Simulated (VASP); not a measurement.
# Hf (P6_3/mmc) in VASP: further runs

Runs on Hf. Level: PBE. Tasks: single point.

All numbers are computed with VASP 6.6.1; they aren't measurements. Logs are shortened: lines on timing, memory, paths and dates and some standing lists are left out, and cuts for length are marked.

### Step 1. The cell of the first run

The structure is hexagonal, space group P6_3/mmc (No. 194). The conventional cell has a = 3.205 Å, b = 3.205 Å, c = 5.074 Å, α = 90.00°, β = 90.00°, γ = 120.00°. Hf (site symmetry -6m2) has 12 Hf at 3.14 to 3.20 Å within 4.1 Å.

### Step 2. Single point, PBE

File INCAR:

```
SYSTEM = Hf
PREC     = Accurate       ! precision mode
ENCUT    = 520            ! plane-wave cutoff, eV
EDIFF    = 1E-7           ! SCF threshold, eV
ISMEAR   = 0              ! smearing method
SIGMA    = 0.3            ! smearing width, eV
LREAL    = .False.        ! projectors in reciprocal space
LASPH    = .True.         ! aspherical terms in the spheres
NELM     = 80             ! most SCF steps
ALGO     = Normal         ! electronic algorithm
ISIF     = 2              ! what is computed and relaxed
LWAVE    = .False.        ! write WAVECAR
LCHARG   = .False.        ! write CHGCAR
GGA      = PE             ! functional
NBANDS   = 17             ! bands
```

File KPOINTS:

```
Automatic mesh
0
Gamma
  11 11 6
  0 0 0
```

File POSCAR:

```
Hf
1.0
    3.2045059552      0.0000000000      0.0000000000
   -1.6022529776      2.7751835638      0.0000000000
    0.0000000000      0.0000000000      5.0738215932
Hf
2
Direct
    0.3333333333      0.6666666667      0.2500000000
    0.6666666667      0.3333333333      0.7500000000
```

Potentials or basis: VASP PAW PBE potentials, release 64 (Hf_pv).

On the command line:

```console
$ cat potpaw_PBE.64/Hf_pv/POTCAR > POTCAR
$ mpirun -np 1 vasp_std > vasp.out
```

OUTCAR:

```text
SYSTEM = Hf
   PREC = Accurate
   ENCUT = 520
   EDIFF = 1E-7
   ISMEAR = 0
   LREAL = .False.
   LASPH = .True.
   NELM = 80
   ISIF = 2
   GGA = PE

 ion  position               nearest neighbor table
   1  0.333  0.667  0.250-   2 3.14   2 3.14   2 3.14   2 3.14   2 3.14   2 3.14
   2  0.667  0.333  0.750-   1 3.14   1 3.14   1 3.14   1 3.14   1 3.14   1 3.14

  LATTYP: Found a hexagonal cell.
 ALAT       =     3.2045059552
 C/A-ratio  =     1.5833397298

  Lattice vectors:

 A1 = (   3.2045059552,   0.0000000000,   0.0000000000)
 A2 = (  -1.6022529776,   2.7751835638,   0.0000000000)
 A3 = (   0.0000000000,   0.0000000000,   5.0738215932)

Analysis of symmetry for initial positions (statically):
=====================================================================
 Subroutine PRICEL returns:
 Original cell was already a primitive cell.

 Routine SETGRP: Setting up the symmetry group for a
 hexagonal supercell.

 Subroutine GETGRP returns: Found 24 space group operations
 (whereof 12 operations were pure point group operations)
 out of a pool of 24 trial point group operations.

The static configuration has the point symmetry D_3d.
 The point group associated with its full space group is D_6h.

Analysis of symmetry for dynamics (positions and initial velocities):
=====================================================================
 Subroutine PRICEL returns:
 Original cell was already a primitive cell.

 Routine SETGRP: Setting up the symmetry group for a
 hexagonal supercell.

 Subroutine GETGRP returns: Found 24 space group operations
 (whereof 12 operations were pure point group operations)
 out of a pool of 24 trial point group operations.

The dynamic configuration has the point symmetry D_3d.
 The point group associated with its full space group is D_6h.

 Subroutine INISYM returns: Found 24 space group operations
 (whereof 12 operations are pure point group operations),
 and found     1 'primitive' translations

----------------------------------------------------------------------------------------

                                     Primitive cell

  volume of cell :      45.1220

  direct lattice vectors                    reciprocal lattice vectors
     3.204505955  0.000000000  0.000000000     0.312060584  0.180168262  0.000000000
    -1.602252978  2.775183564  0.000000000     0.000000000  0.360336524  0.000000000
     0.000000000  0.000000000  5.073821593     0.000000000  0.000000000  0.197090099

  length of vectors
     3.204505955  3.204505955  5.073821593     0.360336524  0.360336524  0.197090099

  position of ions in fractional coordinates (direct lattice)
     0.333333333  0.666666667  0.250000000
     0.666666667  0.333333333  0.750000000

  ion indices of the primitive-cell ions
   primitive index   ion index
                 1           1
                 2           2

----------------------------------------------------------------------------------------

 KPOINTS: Automatic mesh

Automatic generation of k-mesh.
 Grid dimensions read from file:
 generate k-points for:   11   11    6

 Generating k-lattice:

  Cartesian coordinates                     Fractional coordinates (reciprocal lattice)
     0.028369144  0.016378933  0.000000000     0.090909091  0.000000000  0.000000000
     0.000000000  0.032757866  0.000000000     0.000000000  0.090909091  0.000000000
     0.000000000  0.000000000  0.032848350     0.000000000  0.000000000  0.166666667

  Length of vectors
     0.032757866  0.032757866  0.032848350

  Shift w.r.t. Gamma in fractional coordinates (k-lattice)
     0.000000000  0.000000000  0.000000000

 Subroutine IBZKPT returns following result:
 ===========================================

 Found     64 irreducible k-points:

 Following reciprocal coordinates:
            Coordinates               Weight
  0.000000  0.000000  0.000000      1.000000
  0.090909 -0.000000  0.000000      6.000000
  0.181818 -0.000000  0.000000      6.000000
  0.272727  0.000000  0.000000      6.000000
  0.363636 -0.000000  0.000000      6.000000
  0.454545 -0.000000  0.000000      6.000000
[... 16 lines left out ...]
  0.090909  0.090909  0.166667     12.000000
  0.181818  0.090909  0.166667     24.000000
 [... further k-points ...]
   k-points           NKPTS =     64   k-points in BZ     NKDIM =     64   number of bands    NBANDS=     17
   number of dos      NEDOS =    301   number of ions     NIONS =      2
   total plane-waves  NPLWV =  23040
   dimension x,y,z NGX =    24 NGY =   24 NGZ =   40
   dimension x,y,z NGXF=    48 NGYF=   48 NGZF=   80
   ions per type =               2
   NGX,Y,Z   is equivalent  to a cutoff of  12.45, 12.45, 13.11 a.u.
   NGXF,Y,Z  is equivalent  to a cutoff of  24.90, 24.90, 26.21 a.u.
 SYSTEM =  Hf
   PREC   = accura    normal or accurate (medium, high low for compatibility)
   ISTART =      0    job   : 0-new  1-cont  2-samecut
   ICHARG =      2    charge: 1-file 2-atom 10-const
   ISPIN  =      1    spin polarized calculation?
   LNONCOLLINEAR =      F non collinear calculations
   LSORBIT =      F    spin-orbit coupling
   LASPH  =      T    aspherical Exc in radial PAW
   ENCUT  =  520.0 eV  38.22 Ry    6.18 a.u.   5.96  5.96  9.43*2*pi/ulx,y,z
   NELM   =     80;   NELMIN=  2; NELMDL= -5     # of ELM steps
   EDIFF  = 0.1E-06   stopping-criterion for ELM
   LREAL  =      F    real-space projection
   EDIFFG = 0.1E-05   stopping-criterion for IOM
   NSW    =      0    number of steps for IOM
   IBRION =     -1    ionic relax: 0-MD 1-quasi-New 2-CG
   NFREE  =      0    steps in history (QN), initial steepest desc. (CG)
   ISIF   =      2    stress and relaxation
   ISYM   =      2    0-nonsym 1-usesym 2-fastsym
   POTIM  = 0.5000    time-step for ionic-motion
   TEBEG  =    0.0;   TEEND  =   0.0 temperature during run
   PSTRESS=    0.0 pullay stress
   NELECT =      20.0000    total number of electrons
   NUPDOWN=      -1.0000    fix difference up-down
   EMIN   =  10.00;   EMAX   =-10.00  energy-range for DOS
   EFERMI =   0.00;   METHOD = LEGACY
   ISMEAR =     0;   SIGMA  =   0.30  broadening in eV -4-tet -1-fermi 0-gaus
   EFERMI_NEDOS =   21; number of points for ismear=-14 and -15
   IALGO  =     38    algorithm
   IMIX   =      4    mixing-type and parameters
     AMIX     =   0.40;   BMIX     =  1.00
     AMIX_MAG =   1.60;   BMIX_MAG =  1.00
  volume/ion in A,a.u.               =      22.56       152.25
  Fermi-wavevector in a.u.,A,eV,Ry     =   1.248213  2.358781 21.198375  1.558037
  Thomas-Fermi vector in A             =   2.382310
   LORBIT       =      0    0 simple, 1 ext, 2 COOP (PROOUT), +10 PAW based schemes
   GGA     = PE    functional components
   LHFCALC =     F    Hartree Fock is set to
   AEXX    =    0.0000 exact exchange contribution
   IVDW    =     0    specifies the selected vdW correction
   LEPSILON=     F    determine dielectric tensor
   LRPA    =     F    only Hartree local field effects (RPA)
 non-spin polarized calculation
 Gauss-broadening in eV      SIGMA  =   0.30
  energy-cutoff  :      520.00
  volume of cell :       45.12
 maximum number of plane-waves:      1231
 NGX is ok and might be reduce to    24
   NGX = 11   NGY = 11   NGZ = 19

 number of electron      20.0000006 magnetization

 Free energy of the ion-electron system (eV)
  ---------------------------------------------------
  ext. energy  EPLUGINS =         0.00000000
  ---------------------------------------------------
  free energy    TOTEN  =       -19.88620831 eV

  energy without entropy =      -19.80890940  energy(sigma->0) =      -19.84755886

 E-fermi :   4.8357     XC(G=0): -11.2448

 val. band max:        4.8244196366   @ k =   0.0909  -0.0000   0.5000
 cond. band min:       4.9011028435   @ k =   0.2727   0.1818   0.5000
 fundamental gap:      0.0766832069
 Fermi energy:         4.8357213576

 k-point     1 :       0.0000    0.0000    0.0000
  band No.  band energies     occupation
      1     -26.2138      2.00000
      2     -25.4969      2.00000
      3     -25.4969      2.00000
      4     -25.3730      2.00000
      5     -25.3730      2.00000
      6     -25.3723      2.00000
[... 9 lines left out ...]
     16       7.4889      0.00000
     17      10.1532      0.00000

 k-point     2 :       0.0909   -0.0000    0.0000
  band No.  band energies     occupation
      1     -26.1931      2.00000
      2     -25.5409      2.00000
      3     -25.5117      2.00000
      4     -25.4194      2.00000
      5     -25.3818      2.00000
      6     -25.3790      2.00000
[... 9 lines left out ...]
     16       7.2601      0.00000
     17      10.3362      0.00000

 k-point     3 :       0.1818   -0.0000    0.0000
  band No.  band energies     occupation
      1     -26.1342      2.00000
      2     -25.6591      2.00000
      3     -25.5498      2.00000
      4     -25.5402      2.00000
      5     -25.4106      2.00000
      6     -25.3963      2.00000
[... 9 lines left out ...]
     16       7.7108      0.00000
     17      10.6929      0.00000

 k-point     4 :       0.2727    0.0000    0.0000
  band No.  band energies     occupation
      1     -26.0472      2.00000
      2     -25.8139      2.00000
      3     -25.6909      2.00000
      4     -25.5974      2.00000
      5     -25.4581      2.00000
      6     -25.4206      2.00000
[... 9 lines left out ...]
     16       8.6974      0.00000
     17      10.9950      0.00000
[... 343 lines left out ...]
      1     -26.0856      2.00000
      2     -25.9494      2.00000
      3     -25.7924      2.00000
      4     -25.6506      2.00000
      5     -25.5547      2.00000
      6     -25.4725      2.00000
[... 9 lines left out ...]
     16      10.7956      0.00000
     17      11.1498      0.00000

 k-point    23 :       0.0909    0.0909    0.1667
  band No.  band energies     occupation
      1     -26.1121      2.00000
      2     -25.5979      2.00000
      3     -25.5701      2.00000
      4     -25.5139      2.00000
      5     -25.4118      2.00000
      6     -25.4074      2.00000
[... 9 lines left out ...]
     16       7.8820      0.00000
     17      10.5165      0.00000

 k-point    24 :       0.1818    0.0909    0.1667
  band No.  band energies     occupation
      1     -26.0592      2.00000
      2     -25.7196      2.00000
      3     -25.6843      2.00000
      4     -25.5676      2.00000
      5     -25.4467      2.00000
      6     -25.4340      2.00000
[... 9 lines left out ...]
     16       8.5381      0.00000
     17      10.6624      0.00000

 [... further k-points ...]
[... 5 lines left out ...]
  --------------------------------------------------------------------------------------
  -------------------------------------------------------------------------------------
  Total       -0.1212874     -0.1212874     -0.1400505      0.0000000      0.0000000     -0.0000000
  in kB       -4.3066354     -4.3066354     -4.9728713      0.0000000      0.0000000     -0.0000000
  external PRESSURE =      -4.5287140 kB  Pullay stress =       0.0000000 kB

 VOLUME and BASIS-vectors are now :
 -----------------------------------------------------------------------------
  energy-cutoff  :      520.00
  volume of cell :       45.12
      direct lattice vectors                 reciprocal lattice vectors
     3.204505955  0.000000000  0.000000000     0.312060584  0.180168262  0.000000000
    -1.602252978  2.775183564  0.000000000     0.000000000  0.360336524  0.000000000
     0.000000000  0.000000000  5.073821593     0.000000000  0.000000000  0.197090099

 POSITION                                       TOTAL-FORCE (eV/Angst)
 -----------------------------------------------------------------------------------
     -0.00000      1.85012      1.26846         0.000000      0.000000      0.000000
      1.60225      0.92506      3.80537        -0.000000     -0.000000      0.000000
 -----------------------------------------------------------------------------------
    total drift:                               -0.000000      0.000000     -0.000000

  FREE ENERGIE OF THE ION-ELECTRON SYSTEM (eV)
  ---------------------------------------------------
  free  energy   TOTEN  =       -19.8862083084 eV

  energy  without entropy=      -19.8089094045  energy(sigma->0) =      -19.84755886
```

Wall time 15 s (1 thread of Intel Xeon 6975P-C (Granite Rapids), shared host); peak memory 0.18 GiB.

What came out:

```yaml
Free_energy: -19.8862 eV
Pressure: -0.5 GPa
Band_gap_on_the_k_mesh: zero (bands 10 and 11 overlap by 1.48 eV)
```

Caveat: so wide a smearing shifts energies and pressures; spin-orbit coupling is left out, which moves the levels of the heavy elements.

### Step 3. Single point, PBE

INCAR, as its differences from that of step 2:

```diff
@@ -5,6 +5,6 @@
 ISMEAR   = 0              ! smearing method
-SIGMA    = 0.3            ! smearing width, eV
+SIGMA    = 0.6            ! smearing width, eV
 LREAL    = .False.        ! projectors in reciprocal space
 LASPH    = .True.         ! aspherical terms in the spheres
-NELM     = 80             ! most SCF steps
+NELM     = 100            ! most SCF steps
 ALGO     = Normal         ! electronic algorithm
```

KPOINTS is that of step 2.

POSCAR is that of step 2.

Potentials or basis: VASP PAW PBE potentials, release 64 (Hf_pv).

On the command line:

```console
$ cat potpaw_PBE.64/Hf_pv/POTCAR > POTCAR
$ mpirun -np 1 vasp_std > vasp.out
```

It took 14 s on 1 thread of Intel Xeon 6975P-C (Granite Rapids), shared host; peak memory 0.18 GiB.

It converged, with:

```
Free energy            : -20.0155 eV
Pressure               : 0.1 GPa
Band gap on the k mesh : zero (bands 10 and 11 overlap by 1.48 eV)
```

Stress tensor (GPa, compression positive):
```
-0.23  0.00  0.00
 0.00 -0.23  0.00
 0.00  0.00  0.63
```

Levels at points of the mesh, in eV from the Fermi level:
```tsv
k point	band 6	band 7	band 8	band 9	band 10	band 11	band 12	band 13	band 14	band 15
(0.00, 0.00, 0.00)	-30.13	-7.28	-3.62	0.69	1.25	1.25	1.53	2.06	2.06	2.71
(0.00, 0.00, 0.50)	-30.21	-5.32	-5.32	0.23	0.23	1.15	1.15	1.15	1.15	4.84
```

Caveat: so wide a smearing shifts energies and pressures; spin-orbit coupling is left out, which moves the levels of the heavy elements.
